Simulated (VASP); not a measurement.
Mg7ZnO8:

```
O Zn Mg
1.0
     8.44098    0.00000    0.00000
     0.00000    8.44098    0.00000
     0.00000    0.00000    8.44098
O Zn Mg
32 4 28
Direct
  0.25074 0.00327 0.00111
  0.25006 0.00265 0.50064
  0.24802 0.49922 0.99924
  0.25139 0.50072 0.50005
  0.75217 0.00218 0.99750
  0.75190 0.00140 0.50020
  0.75100 0.49727 0.00166
  0.74995 0.49975 0.49903
  0.00032 0.24916 0.99977
  0.99881 0.25086 0.50015
  0.99982 0.75022 0.99950
  0.00030 0.75341 0.49651
  0.50473 0.24768 0.99844
  0.49589 0.24837 0.49872
  0.49780 0.75459 0.99901
  0.49934 0.75242 0.49385
  0.99937 0.99822 0.24959
  0.99802 0.99856 0.74965
  0.99643 0.49722 0.25275
  0.00168 0.49749 0.74809
  0.50116 0.00080 0.24794
  0.50099 0.00335 0.75289
  0.50144 0.50345 0.24991
  0.49968 0.49601 0.74824
  0.24494 0.25151 0.24981
  0.25555 0.25247 0.74677
  0.25170 0.74886 0.24812
  0.25003 0.75301 0.74908
  0.74343 0.24813 0.25113
  0.75348 0.24603 0.75194
  0.75551 0.75239 0.25150
  0.75447 0.75328 0.75281
  0.00078 0.00016 0.00640
  0.99672 0.00288 0.50005
  0.25230 0.49473 0.74689
  0.74883 0.50309 0.24673
  0.99933 0.50291 0.00387
  0.99816 0.49815 0.50358
  0.49652 0.00253 0.99872
  0.50168 0.00176 0.50284
  0.49669 0.50399 0.00034
  0.49994 0.50244 0.49810
  0.25011 0.24917 0.00222
  0.24859 0.25155 0.50033
  0.25002 0.74885 0.99913
  0.25492 0.75400 0.50098
  0.74873 0.25099 0.99765
  0.74800 0.24378 0.50205
  0.75074 0.75447 0.00162
  0.75023 0.75262 0.49917
  0.25157 0.99711 0.24736
  0.25316 0.99848 0.75065
  0.24821 0.49994 0.24775
  0.74965 0.99516 0.24898
  0.75099 0.00114 0.75230
  0.74984 0.49971 0.74912
  0.00086 0.24717 0.24666
  0.00043 0.25087 0.74885
  0.00119 0.75198 0.24888
  0.00039 0.74803 0.74983
  0.49887 0.25034 0.25115
  0.49470 0.24555 0.75221
  0.49893 0.75175 0.24695
  0.49929 0.74963 0.74874
```

| Item | Value |
| --- | --- |
| Program | VASP 6.6.1 |
| Task | relaxation of volume and atoms at fixed shape |
| Functional | PBEsol |
| Potentials or basis | VASP PAW PBE potentials, release 64 (O, Zn, Mg) |
| Cutoff | 600 eV |
| k mesh | 1 × 1 × 1, shifted |
| Occupations | fermi-dirac, width 0.05 eV |
| Spin | no spin polarisation |

At the start: pressure 0.0 GPa; volume 9.40 Å³/atom.

Question: How do energy, volume and symmetry change on relaxing?

Answer: Over 8 steps the energy falls by 10.0 meV/atom and the volume is 9.37 Å³/atom (-0.3 %); space group P1 (No. 1, to 0.1 Å) before, Pmma (No. 51, to 0.1 Å).

The path:
```tsv
step	energy change (eV)	largest force (eV/Å)	pressure (GPa)	volume (Å³)
1	0.0000	1.0765	0.01	601.42
2	-0.5427	0.3479	-0.42	601.45
3	-0.5526	0.3916	-0.44	601.45
4	-0.6189	0.1223	0.13	599.13
5	-0.6235	0.1088	0.35	598.33
6	-0.6337	0.0632	-0.08	599.89
7	-0.6344	0.0569	-0.22	600.42
8	-0.6375	0.0298	0.00	599.57
```

Final structure:
```
CELL_PARAMETERS angstrom
8.43229 0.00000 0.00000
0.00000 8.43229 0.00000
0.00000 0.00000 8.43229
ATOMIC_POSITIONS crystal
O 0.25324 0.00027 0.99997
O 0.25336 0.00030 0.49957
O 0.25005 0.50034 0.00235
O 0.25019 0.50030 0.49677
O 0.74689 0.00035 0.99980
O 0.74688 0.00025 0.50023
O 0.74961 0.50037 0.99699
O 0.74960 0.50036 0.50249
O 0.99962 0.25405 0.00016
O 0.99970 0.25385 0.50004
O 0.00027 0.74639 0.99972
O 0.00015 0.74651 0.49997
O 0.49968 0.25128 0.99971
O 0.49983 0.25121 0.49970
O 0.50017 0.74975 0.99940
O 0.50029 0.74980 0.49956
O 0.00018 0.00027 0.25020
O 0.00019 0.99995 0.75020
O 0.00234 0.50018 0.24989
O 0.99732 0.49999 0.74976
O 0.49963 0.00044 0.24974
O 0.50039 0.00037 0.74990
O 0.49702 0.50051 0.24953
O 0.50278 0.50035 0.74951
O 0.24923 0.24959 0.24983
O 0.24947 0.24663 0.74976
O 0.24964 0.75115 0.24961
O 0.25005 0.75367 0.74949
O 0.75008 0.24668 0.24995
O 0.75039 0.24938 0.75006
O 0.75047 0.75391 0.24971
O 0.75098 0.75092 0.74973
Zn 0.00040 0.00015 0.00020
Zn 0.00006 0.00033 0.50019
Zn 0.25013 0.49998 0.74923
Zn 0.74979 0.50036 0.24981
Mg 0.99991 0.50010 0.99981
Mg 0.99975 0.50019 0.49977
Mg 0.50006 0.00042 0.99972
Mg 0.50001 0.00043 0.49980
Mg 0.49987 0.50051 0.99945
Mg 0.50002 0.50059 0.49954
Mg 0.24949 0.25058 0.99986
Mg 0.24963 0.25029 0.49968
Mg 0.24997 0.75016 0.99933
Mg 0.25001 0.75039 0.49962
Mg 0.74995 0.25033 0.00017
Mg 0.74986 0.25032 0.49991
Mg 0.75065 0.75024 0.99974
Mg 0.75051 0.75043 0.49969
Mg 0.24974 0.00044 0.24975
Mg 0.25009 0.00025 0.74975
Mg 0.24952 0.50045 0.24959
Mg 0.75006 0.00031 0.24995
Mg 0.75070 0.00009 0.75013
Mg 0.75026 0.50011 0.74976
Mg 0.99934 0.25017 0.25011
Mg 0.00004 0.25004 0.75010
Mg 0.00000 0.75025 0.24989
Mg 0.00066 0.74990 0.74970
Mg 0.49975 0.25051 0.24961
Mg 0.49999 0.25044 0.74963
Mg 0.50016 0.75048 0.24934
Mg 0.50045 0.75029 0.74954
```

Caveat: the PAW data sets were made with another functional, which shifts forces and pressure a little.
